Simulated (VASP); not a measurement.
# CoO (Fm-3m) in VASP: further runs

Runs on CoO. Level: PBE. Tasks: single point.

All numbers are computed with VASP 6.6.1; they aren't measurements. Logs are shortened: lines on timing, memory, paths and dates and some standing lists are left out, and cuts for length are marked.

### 1 The cell of the first run

Symmetry: Fm-3m, No. 225, cubic system. Conventional cell: a = 4.249 Å, b = 4.249 Å, c = 4.249 Å, α = 90.00°, β = 90.00°, γ = 90.00°. Within 2.8 Å of Co (site symmetry m-3m) lie 6 O at 2.12 Å. Within 2.8 Å of O (site symmetry m-3m) lie 6 Co at 2.12 Å.

### 2 Single point, PBE, collinear spin, ferromagnetic start (9.59 Å³/atom)

INCAR

```
SYSTEM = CoO
  PREC = Accurate
  ENCUT = 520
  EDIFF = 1E-6
  ISMEAR = 0
  SIGMA = 0.05
  LREAL = .False.
  LASPH = .True.
  NELM = 150
  ALGO = Normal
  ISIF = 2
  LWAVE = .False.
  LCHARG = .False.
  ISPIN = 2
  MAGMOM = 2.76 0
  LORBIT = 11
  LMAXMIX = 4
  GGA = PE
  NBANDS = 18
```

KPOINTS

```
Automatic mesh
0
Gamma
  14 14 14
  0 0 0
```

POSCAR

```
CoO
1.0
    0.0000000000      2.1245315500      2.1245315500
    2.1245315500      0.0000000000      2.1245315500
    2.1245315500      2.1245315500      0.0000000000
Co O
1 1
Direct
    0.0000000000      0.0000000000      0.0000000000
    0.5000000000      0.5000000000      0.5000000000
```

Potentials or basis: VASP PAW PBE potentials, release 64 (Co, O).

Launch:

```console
$ cat potpaw_PBE.64/Co/POTCAR potpaw_PBE.64/O/POTCAR > POTCAR
$ mpirun -np 1 vasp_std > vasp.out
```

OUTCAR:

```text
SYSTEM = CoO
   PREC = Accurate
   ENCUT = 520
   EDIFF = 1E-6
   ISMEAR = 0
   LREAL = .False.
   LASPH = .True.
   NELM = 150
   ISIF = 2
   ISPIN = 2
   LORBIT = 11
   GGA = PE

 ion  position               nearest neighbor table
   1  0.000  0.000  0.000-   2 2.12   2 2.12   2 2.12   2 2.12   2 2.12   2 2.12
   2  0.500  0.500  0.500-   1 2.12   1 2.12   1 2.12   1 2.12   1 2.12   1 2.12

  LATTYP: Found a face centered cubic cell.
 ALAT       =     4.2490631000

  Lattice vectors:

 A1 = (   0.0000000000,   2.1245315500,   2.1245315500)
 A2 = (   2.1245315500,   0.0000000000,   2.1245315500)
 A3 = (   2.1245315500,   2.1245315500,   0.0000000000)

Analysis of symmetry for initial positions (statically):
=====================================================================
 Subroutine PRICEL returns:
 Original cell was already a primitive cell.

 Routine SETGRP: Setting up the symmetry group for a
 face centered cubic supercell.

 Subroutine GETGRP returns: Found 48 space group operations
 (whereof 48 operations were pure point group operations)
 out of a pool of 48 trial point group operations.

The static configuration has the point symmetry O_h .

Analysis of symmetry for dynamics (positions and initial velocities):
=====================================================================
 Subroutine PRICEL returns:
 Original cell was already a primitive cell.

 Routine SETGRP: Setting up the symmetry group for a
 face centered cubic supercell.

 Subroutine GETGRP returns: Found 48 space group operations
 (whereof 48 operations were pure point group operations)
 out of a pool of 48 trial point group operations.

The dynamic configuration has the point symmetry O_h .

Analysis of structural, dynamic, and magnetic symmetry:
=====================================================================
 Subroutine PRICEL returns:
 Original cell was already a primitive cell.

 Routine SETGRP: Setting up the symmetry group for a
 face centered cubic supercell.

 Subroutine GETGRP returns: Found 48 space group operations
 (whereof 48 operations were pure point group operations)
 out of a pool of 48 trial point group operations.

The overall configuration has the point symmetry O_h .

 Subroutine INISYM returns: Found 48 space group operations
 (whereof 48 operations are pure point group operations),
 and found     1 'primitive' translations

----------------------------------------------------------------------------------------

                                     Primitive cell

  volume of cell :      19.1787

  direct lattice vectors                    reciprocal lattice vectors
     0.000000000  2.124531550  2.124531550    -0.235345999  0.235345999  0.235345999
     2.124531550  0.000000000  2.124531550     0.235345999 -0.235345999  0.235345999
     2.124531550  2.124531550  0.000000000     0.235345999  0.235345999 -0.235345999

  length of vectors
     3.004541332  3.004541332  3.004541332     0.407631228  0.407631228  0.407631228

  position of ions in fractional coordinates (direct lattice)
     0.000000000  0.000000000  0.000000000
     0.500000000  0.500000000  0.500000000

  ion indices of the primitive-cell ions
   primitive index   ion index
                 1           1
                 2           2

----------------------------------------------------------------------------------------

 KPOINTS: Automatic mesh

Automatic generation of k-mesh.
 Grid dimensions read from file:
 generate k-points for:   14   14   14

 Generating k-lattice:

  Cartesian coordinates                     Fractional coordinates (reciprocal lattice)
    -0.016810428  0.016810428  0.016810428     0.071428571  0.000000000  0.000000000
     0.016810428 -0.016810428  0.016810428     0.000000000  0.071428571  0.000000000
     0.016810428  0.016810428 -0.016810428     0.000000000  0.000000000  0.071428571

  Length of vectors
     0.029116516  0.029116516  0.029116516

  Shift w.r.t. Gamma in fractional coordinates (k-lattice)
     0.000000000  0.000000000  0.000000000

 Subroutine IBZKPT returns following result:
 ===========================================

 Found    104 irreducible k-points:

 Following reciprocal coordinates:
            Coordinates               Weight
  0.000000  0.000000  0.000000      1.000000
  0.071429  0.000000  0.000000      8.000000
  0.142857  0.000000  0.000000      8.000000
  0.214286  0.000000  0.000000      8.000000
  0.285714  0.000000  0.000000      8.000000
  0.357143  0.000000  0.000000      8.000000
[... 16 lines left out ...]
  0.214286  0.142857  0.000000     24.000000
  0.285714  0.142857  0.000000     24.000000
 [... further k-points ...]
   k-points           NKPTS =    104   k-points in BZ     NKDIM =    104   number of bands    NBANDS=     18
   number of dos      NEDOS =    301   number of ions     NIONS =      2
   total plane-waves  NPLWV =  13824
   dimension x,y,z NGX =    24 NGY =   24 NGZ =   24
   dimension x,y,z NGXF=    48 NGYF=   48 NGZF=   48
   ions per type =               1   1
   NGX,Y,Z   is equivalent  to a cutoff of  13.28, 13.28, 13.28 a.u.
   NGXF,Y,Z  is equivalent  to a cutoff of  26.56, 26.56, 26.56 a.u.
 SYSTEM =  CoO
   PREC   = accura    normal or accurate (medium, high low for compatibility)
   ISTART =      0    job   : 0-new  1-cont  2-samecut
   ICHARG =      2    charge: 1-file 2-atom 10-const
   ISPIN  =      2    spin polarized calculation?
   LNONCOLLINEAR =      F non collinear calculations
   LSORBIT =      F    spin-orbit coupling
   LASPH  =      T    aspherical Exc in radial PAW
   ENCUT  =  520.0 eV  38.22 Ry    6.18 a.u.   5.59  5.59  5.59*2*pi/ulx,y,z
   NELM   =    150;   NELMIN=  2; NELMDL= -5     # of ELM steps
   EDIFF  = 0.1E-05   stopping-criterion for ELM
   LREAL  =      F    real-space projection
   EDIFFG = 0.1E-04   stopping-criterion for IOM
   NSW    =      0    number of steps for IOM
   IBRION =     -1    ionic relax: 0-MD 1-quasi-New 2-CG
   NFREE  =      0    steps in history (QN), initial steepest desc. (CG)
   ISIF   =      2    stress and relaxation
   ISYM   =      2    0-nonsym 1-usesym 2-fastsym
   POTIM  = 0.5000    time-step for ionic-motion
   TEBEG  =    0.0;   TEEND  =   0.0 temperature during run
   PSTRESS=    0.0 pullay stress
   NELECT =      15.0000    total number of electrons
   NUPDOWN=      -1.0000    fix difference up-down
   EMIN   =  10.00;   EMAX   =-10.00  energy-range for DOS
   EFERMI =   0.00;   METHOD = LEGACY
   ISMEAR =     0;   SIGMA  =   0.05  broadening in eV -4-tet -1-fermi 0-gaus
   EFERMI_NEDOS =   21; number of points for ismear=-14 and -15
   IALGO  =     38    algorithm
   IMIX   =      4    mixing-type and parameters
     AMIX     =   0.40;   BMIX     =  1.00
     AMIX_MAG =   1.60;   BMIX_MAG =  1.00
  volume/ion in A,a.u.               =       9.59        64.71
  Fermi-wavevector in a.u.,A,eV,Ry     =   1.508338  2.850346 30.954399  2.275084
  Thomas-Fermi vector in A             =   2.618806
   LORBIT       =     11    0 simple, 1 ext, 2 COOP (PROOUT), +10 PAW based schemes
   GGA     = PE    functional components
   LHFCALC =     F    Hartree Fock is set to
   AEXX    =    0.0000 exact exchange contribution
   IVDW    =     0    specifies the selected vdW correction
   LEPSILON=     F    determine dielectric tensor
   LRPA    =     F    only Hartree local field effects (RPA)
 spin polarized calculation
 Gauss-broadening in eV      SIGMA  =   0.05
  energy-cutoff  :      520.00
  volume of cell :       19.18
 maximum number of plane-waves:       533
   NGX = 11   NGY = 11   NGZ = 11

 number of electron      15.0000006 magnetization       2.9224100

 Free energy of the ion-electron system (eV)
  ---------------------------------------------------
  ext. energy  EPLUGINS =         0.00000000
  ---------------------------------------------------
  free energy    TOTEN  =       -13.04871939 eV

  energy without entropy =      -13.04389480  energy(sigma->0) =      -13.04630709

 E-fermi :   8.0132     XC(G=0): -12.4519

 val. band max:        8.0131719907   @ k =  -0.4286   0.3571   0.0714
 cond. band min:       8.0132436369   @ k =  -0.3571   0.0714   0.0000
 fundamental gap:      0.0000716462
 Fermi energy:         8.0132055049

 spin component 1

 k-point     1 :       0.0000    0.0000    0.0000
  band No.  band energies     occupation
      1     -12.2425      1.00000
      2       4.7318      1.00000
      3       4.7318      1.00000
      4       4.8694      1.00000
      5       4.8694      1.00000
      6       4.8694      1.00000
[... 10 lines left out ...]
     17      29.6060      0.00000
     18      33.0435      0.00000
[... 463 lines left out ...]
 k-point    24 :       0.2857    0.1429    0.0000
  band No.  band energies     occupation
      1     -11.5912      1.00000
      2       1.4765      1.00000
      3       2.9803      1.00000
      4       3.1943      1.00000
      5       4.9156      1.00000
      6       5.2746      1.00000
[... 10 lines left out ...]
     17      36.0949      0.00000
     18      36.9136      0.00000

 [... further k-points ...]

 spin component 2

 k-point     1 :       0.0000    0.0000    0.0000
  band No.  band energies     occupation
      1     -11.7309      1.00000
      2       5.4418      1.00000
      3       5.4418      1.00000
      4       5.4418      1.00000
      5       6.8975      1.00000
      6       6.8975      1.00000
[... 10 lines left out ...]
     17      30.5693      0.00000
     18      33.8613      0.00000
[... 463 lines left out ...]
 k-point    24 :       0.2857    0.1429    0.0000
  band No.  band energies     occupation
      1     -11.0564      1.00000
      2       2.3007      1.00000
      3       4.0533      1.00000
      4       4.2982      1.00000
      5       6.8323      1.00000
      6       7.7631      1.00000
[... 10 lines left out ...]
     17      36.5851      0.00000
     18      37.6836      0.00000

 [... further k-points ...]
[... 5 lines left out ...]
  --------------------------------------------------------------------------------------
  -------------------------------------------------------------------------------------
  Total       -0.0615083     -0.0615083     -0.0615083      0.0000000     -0.0000000      0.0000000
  in kB       -5.1383596     -5.1383596     -5.1383596      0.0000000     -0.0000000      0.0000000
  external PRESSURE =      -5.1383596 kB  Pullay stress =       0.0000000 kB

 VOLUME and BASIS-vectors are now :
 -----------------------------------------------------------------------------
  energy-cutoff  :      520.00
  volume of cell :       19.18
      direct lattice vectors                 reciprocal lattice vectors
     0.000000000  2.124531550  2.124531550    -0.235345999  0.235345999  0.235345999
     2.124531550  0.000000000  2.124531550     0.235345999 -0.235345999  0.235345999
     2.124531550  2.124531550  0.000000000     0.235345999  0.235345999 -0.235345999

 POSITION                                       TOTAL-FORCE (eV/Angst)
 -----------------------------------------------------------------------------------
      0.00000      0.00000      0.00000         0.000000      0.000000      0.000000
      2.12453      2.12453      2.12453        -0.000000     -0.000000     -0.000000
 -----------------------------------------------------------------------------------
    total drift:                                0.000000     -0.000000     -0.000000

  FREE ENERGIE OF THE ION-ELECTRON SYSTEM (eV)
  ---------------------------------------------------
  free  energy   TOTEN  =       -13.0487193878 eV

  energy  without entropy=      -13.0438947960  energy(sigma->0) =      -13.04630709

 total charge

# of ion       s       p       d       tot
------------------------------------------
    1        0.296   0.361   7.147   7.804
    2        1.556   3.428   0.000   4.984
--------------------------------------------------
tot          1.852   3.789   7.147  12.788

 magnetization (x)

# of ion       s       p       d       tot
------------------------------------------
    1        0.021   0.018   2.528   2.567
    2        0.029   0.276   0.000   0.305
--------------------------------------------------
tot          0.050   0.294   2.528   2.871
```

Wall time 98 s (1 thread of Intel Xeon 8259CL, shared host); peak memory 0.19 GiB.

What came out:

```
Free energy                                           : -13.0487 eV
Pressure                                              : -0.5 GPa
Net moment                                            : 2.92 μB per cell
Site moments                                          : Co +2.57; O +0.30 μB
Valence electrons inside the program's atomic spheres : Co 7.80; O 4.98
```

Caveat: a cell with one magnetic atom can't hold antiferromagnetic order, which such compounds often take; semilocal functionals often make such compounds metallic where correlation or magnetic order opens a gap, which also shifts bond lengths. With open d or f shells a metallic result of PBE can be an artefact of self-interaction; +U or a hybrid may open a gap.

### 3 Single point, PBE, collinear spin, ferromagnetic start

This run uses another cell than the first one: it holds 4 atoms, not 2.

INCAR

```
ALGO = Normal
EDIFF = 1E-6
ENCUT = 520
GGA = PE
ISIF = 2
ISMEAR = 0
ISPIN = 2
LASPH = T
LCHARG = T
LELF = T
LMAXMIX = 4
LORBIT = 11
LREAL = F
LVHAR = T
LWAVE = F
MAGMOM = 3 3 0 0
NBANDS = 27
NELM = 150
PREC = Accurate
SIGMA = 0.05
```

KPOINTS

```
k-points
0
Gamma
  10 10 6
```

POSCAR

```
CoO
1.0
    0.0000000000      2.1245315500     -2.1245315500
    0.0000000000      2.1245315500      2.1245315500
    4.2490631000      0.0000000000      0.0000000000
Co O
2 2
Direct
    0.0000000000      0.0000000000      0.0000000000
    0.5000000000      0.5000000000      0.5000000000
    0.0000000000      1.0000000000      0.5000000000
    0.5000000000      1.5000000000      1.0000000000
```

Potentials or basis: VASP PAW PBE potentials, release 64 (Co, O).

Launch:

```console
$ cat potpaw_PBE.64/Co/POTCAR potpaw_PBE.64/O/POTCAR > POTCAR
$ mpirun -np 1 vasp_std > vasp.out
```

Run time: 3.8 min. Hardware: 1 thread of Intel Xeon 8259CL, shared host; peak memory 0.25 GiB.

The run converged. Its results:

| Item | Value |
| --- | --- |
| Free energy | -26.0982 eV |
| Pressure | -0.9 GPa |
| Net moment | 5.78 μB per cell |
| Site moments | Co +2.54; O +0.29 μB |
| Valence electrons inside the program's atomic spheres | Co 7.81; O 4.98 |

Levels at points of the mesh, in eV from the Fermi level:
Spin up:
```
           k point  band 16  band 17  band 18  band 19  band 20  band 21
(0.00, 0.00, 0.00)    -2.39    -2.05    -2.05     1.04     5.93     9.88
(0.50, 0.00, 0.00)    -1.80     0.01     0.01     6.45     6.45    10.50
(0.50, 0.50, 0.00)    -2.06    -2.05    -2.05     5.93     5.93     9.87
(0.00, 0.00, 0.50)    -1.91    -1.76    -1.76     4.87     4.87    12.66
(0.50, 0.00, 0.50)     0.13     0.13     0.13     5.09     5.09     9.42
(0.50, 0.50, 0.50)    -2.06    -1.33    -1.33     8.16     8.16    10.06
```
Spin down:
```
           k point  band 10  band 11  band 12  band 13  band 14  band 15
(0.00, 0.00, 0.00)    -1.12    -1.12    -1.11     0.05     0.05     0.12
(0.50, 0.00, 0.00)    -0.44    -0.04    -0.04     0.00     0.00     0.90
(0.50, 0.50, 0.00)    -2.25     0.12     0.12     0.13     0.13     0.53
(0.00, 0.00, 0.50)    -1.70    -0.01    -0.01    -0.01    -0.01     0.29
(0.50, 0.00, 0.50)    -0.13    -0.13    -0.13     0.18     0.18     2.72
(0.50, 0.50, 0.50)    -0.39    -0.39    -0.39     0.13     0.13     0.89
```

Caveat: semilocal functionals often make such compounds metallic where correlation or magnetic order opens a gap, which also shifts bond lengths. With open d or f shells a metallic result of PBE can be an artefact of self-interaction; +U or a hybrid may open a gap.
